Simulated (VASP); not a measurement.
Runs of VASP 6.6.1 on As. The structure is that of space group Fm-3m (No. 225), or close to it. The cells are those of the table. 

```tsv
task	cell	cutoff (eV)	gap on the mesh (eV)	pressure (GPa)
relaxation of cell and atoms	relaxed from a = 2.961 Å, angles 60.0°, 1 atom	600	none	0.0
single point	a = 2.971 Å, angles 60.0°, 1 atom	520	none	-0.8
single point	a = 2.961 Å, angles 60.0°, 1 atom	520	none	0.2
single point	a = 2.951 Å, angles 60.0°, 1 atom	520	none	(a)
```

Alike in all rows: level LDA; potentials or basis VASP PAW LDA potentials, release 64 (As); no spin polarisation; k mesh 8 × 8 × 8; smearing methfessel-paxton 0.1 eV.

Fill in the values left out.

(a) 1.2.

A k mesh can miss the band edges, and the runs leave out spin-orbit coupling on As.

A gap of «none» marks levels without a gap at the run's occupations.
